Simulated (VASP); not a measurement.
A run of VASP 6.6.1 is set up as follows.

The input POSCAR:

```
Zn
1.0
    0.0000000000      2.0741495628      1.7630271284
    2.0741495628      0.0000000000      1.7630271284
    2.0741495628      2.0741495628      0.0000000000
Zn
1
Direct
    0.0000000000      0.0000000000      0.0000000000
```

The input INCAR.step1:

```
SYSTEM = Zn
PREC = Accurate
ENCUT = 520
ISMEAR = 0
SIGMA = 0.15
LREAL = .False.
LASPH = .True.
NELM = 100
NBANDS = 12
GGA = PE
ALGO = Normal
EDIFF = 1E-4
LWAVE = .True.
LCHARG = .False.
```

Contents of INCAR.step2:

```
SYSTEM = Zn
PREC = Accurate
ENCUT = 520
EDIFF = 1E-7
ISMEAR = 0
SIGMA = 0.15
LREAL = .False.
LASPH = .True.
NELM = 100
ALGO = Normal
ISIF = 2
LWAVE = .False.
LCHARG = .False.
METAGGA = R2SCAN
LMIXTAU = .True.
NBANDS = 12
ISTART = 1
```

Contents of KPOINTS:

```
Automatic mesh
0
Gamma
  22 22 22
  0 0 0
```

Potentials or basis: VASP PAW PBE potentials, release 64 (Zn).

The run is started by

```sh
$ cat potpaw_PBE.64/Zn/POTCAR > POTCAR
$ cp INCAR.step1 INCAR
$ mpirun -np 1 vasp_std > vasp.out
$ cp INCAR.step2 INCAR
$ mpirun -np 1 vasp_std > vasp.out
```

**Question.** Estimate the band gap on the k mesh.

**Answer.** Zero (band 6 reaches 5.63 eV, above the bottom of band 7 at 1.72 eV).

**Question.** Estimate the pressure.

**Answer.** -3.8 GPa.

Stress tensor (GPa, compression positive):
```
-5.07  0.00  0.00
 0.00 -5.07  0.00
 0.00  0.00 -1.39
```

Caveat: the PAW data sets were made with another functional, which shifts forces and pressure a little.
